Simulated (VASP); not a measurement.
## Ti: single point with r2SCAN

The system is Ti.

```xyz
1
Lattice="0.0000 2.0539 2.0539 2.0539 0.0000 2.0539 2.0539 2.0539 0.0000" Properties=species:S:1:pos:R:3 pbc="T T T"
Ti    0.0000    0.0000    0.0000
```

```json
{
  "Program": "VASP 6.6.1",
  "Task": "single point",
  "Functional": "r2SCAN",
  "Potentials or basis": "VASP PAW PBE potentials, release 64 (Ti_sv)",
  "Cutoff": "520 eV",
  "k mesh": "13 × 13 × 13",
  "Occupations": "gaussian, width 0.1 eV",
  "Spin": "no spin polarisation",
  "Dipole correction": "no",
  "Further INCAR settings": "ALGO = Normal; EDIFF = 1e-06; NBANDS = 12"
}
```

```json
{
  "Pressure": "0.4 GPa",
  "Band gap on the k mesh": "zero (band 6 reaches 9.26 eV, above the bottom of band 7 at 7.74 eV)"
}
```

Levels at points of the mesh, in eV from the Fermi level:
```
           k point  band 4  band 5  band 6  band 7  band 8  band 9
(0.00, 0.00, 0.00)  -33.83   -6.47    1.01    1.01    1.01    2.82
```

Run time: 50 s on 1 thread of AMD EPYC 9R45 96-Core Processor (Zen 5), with other jobs on the host, peak memory 0.12 GiB.

Caveat: the PAW data sets were made with another functional, which shifts forces and pressure a little.
